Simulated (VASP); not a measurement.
Wanted: the native input for a VASP 6.6.1 run.

```yaml
Task: single point
Functional: PBEsol
Potentials_or_basis: VASP PAW PBE potentials, release 64 (Al, N)
Cutoff: 520 eV
k_mesh: 10 × 10 × 10
Occupations: gaussian, width 0.05 eV
Spin: no spin polarisation
Dipole_correction: no
Further_INCAR_settings: ALGO = Normal; EDIFF = 1e-06; NBANDS = 11
```

The structure of AlN lies in POSCAR:

```
AlN
1.0
   -0.1029593538      1.8975462256      1.8975462256
    1.8975462256     -0.1029593538      1.8975462256
    1.8975462256      1.8975462256     -0.1029593538
Al N
1 1
Direct
    0.5000000000      0.5000000000      0.5000000000
    0.0000000000      0.0000000000      0.0000000000
```

The input as run:

INCAR

```
PREC = Accurate
ENCUT = 520
EDIFF = 1E-6
ISMEAR = 0
SIGMA = 0.05
LREAL = False
LASPH = True
NELM = 60
ALGO = Normal
ISIF = 2
LWAVE = False
LCHARG = False
GGA = PS
NBANDS = 11
```

KPOINTS

```
regular mesh
0
Gamma
  10 10 10
```

Potentials or basis: VASP PAW PBE potentials, release 64 (Al, N).

The run is started by

```console
$ cat potpaw_PBE.64/Al/POTCAR potpaw_PBE.64/N/POTCAR > POTCAR
$ mpirun -np 1 vasp_std > vasp.out
```

It gave:

The pressure is 37.7 GPa and the band gap on the k mesh is 3.59 eV, indirect (least direct gap 6.32 eV).

Caveat: the PAW data sets were made with another functional, which shifts forces and pressure a little.

It took 9.9 s on 1 thread of Intel(R) Xeon(R) Platinum 8488C (Sapphire Rapids), on a shared host, peak memory 0.13 GiB.
